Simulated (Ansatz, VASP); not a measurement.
One calculation of SnSe, two programs

```xyz
2
Lattice="0.0000 3.0100 3.0100 3.0100 0.0000 3.0100 3.0100 3.0100 0.0000" Properties=species:S:1:pos:R:3 pbc="T T T"
Sn    0.0000    0.0000    0.0000
Se    3.0100    3.0100    3.0100
```

Alike in both runs: functional PBE; k mesh 13 × 13 × 13; occupations fermi-dirac, width 0.02 eV; no spin polarisation.

Ansatz relaxed the structure, and its values are those at the end. VASP's run is a single point on that final structure, the one shown.

|  | VASP | Ansatz |
| --- | --- | --- |
| version | VASP 6.6.1 | Ansatz 0.2.0 |
| potentials or method | VASP PAW PBE potentials, release 64 (Sn_d, Se) | plane-wave PAW, scalar-relativistic |
| plane-wave cutoff (eV) | 500 | 420 |
| valence electrons in the cell | 20 | 30 |

|  | VASP | Ansatz | Ansatz less VASP |
| --- | --- | --- | --- |
| pressure (GPa) | 1.1 | 1.1 | +0.01 |

VASP's potentials hold 20 valence electrons a cell and Ansatz's 30, so a difference there can come from the potentials and not from the codes. Ansatz's warnings: stress scf threshold loose.
